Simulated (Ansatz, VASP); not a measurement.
**Two plane-wave programs on MgO**

INCAR

```
PREC = Accurate
ENCUT = 520
EDIFF = 1E-6
ISMEAR = 0
SIGMA = 0.05
LREAL = F
LASPH = T
NELM = 60
ALGO = Normal
ISIF = 2
LWAVE = F
LCHARG = T
GGA = PS
LELF = T
LVHAR = T
NBANDS = 16
```

KPOINTS

```
regular mesh
0
Gamma
  9 9 6
```

The input POSCAR:

```
MgO
1.0
    3.1878000000      0.0000000000      0.0000000000
   -1.5939000000      2.7607157822      0.0000000000
    0.0000000000      0.0000000000      5.2202000000
Mg O
2 2
Direct
    0.3333333333      0.6666666667      0.0036583380
    0.6666666667      0.3333333333      0.5036583380
    0.3333333333      0.6666666667      0.4009416620
    0.6666666667      0.3333333333      0.9009416620
```

Input for Ansatz:

```yaml
crystal:
  lattice:
    - [3.1878, 0.0, 0.0]
    - [-1.5939, 2.7607157822, 0.0]
    - [0.0, 0.0, 5.2202]
  atoms:
    - { symbol: Mg, position: [0.3333333333, 0.6666666667, 0.003658338] }
    - { symbol: Mg, position: [0.6666666667, 0.3333333333, 0.503658338] }
    - { symbol: O, position: [0.3333333333, 0.6666666667, 0.400941662] }
    - { symbol: O, position: [0.6666666667, 0.3333333333, 0.900941662] }
basis:
  ecutwfc: 520.0
kpoints:
  mp_grid: { grid: [9, 9, 6] }
hamiltonian:
  xc: pbesol
  pseudopotentials: { kind: paw, azcp: { folder: soft_1 } }
scf:
  occupations: { method: gaussian, width: 0.05 }
output:
  forces: true
  stress: true
  eigenvalues: true
```

Alike in both runs: task single point; functional PBEsol; k mesh 9 × 9 × 6; occupations gaussian, width 0.05 eV; no spin polarisation.

|  | VASP | Ansatz |
| --- | --- | --- |
| version | VASP 6.6.1 | Ansatz 0.2.0 |
| potentials or method | VASP PAW PBE potentials, release 64 (Mg, O), cutoff 520 eV | scalar-relativistic, plane waves, PAW |
| valence electrons in the cell | 16 | 32 |

```csv
,VASP,Ansatz,Ansatz less VASP
gap on the k mesh at the Fermi level (eV),3.66,3.67,+0.002
least direct gap on the mesh (eV),3.66,3.67,+0.002
pressure (GPa),5.9,6.0,+0.18
"traceless stress, the component that is largest in VASP (GPa)",-10.77,-10.59,+0.179
rms of the force components (eV/Å),0.392,0.385,-0.0077
```

VASP's potentials were made for PBE, not for PBEsol, and Ansatz warns of the same on its side. Atom by atom the forces differ by 0.008 eV/Å (rms over components). VASP's potentials hold 16 valence electrons a cell and Ansatz's 32, so a difference there can come from the potentials and not from the codes.
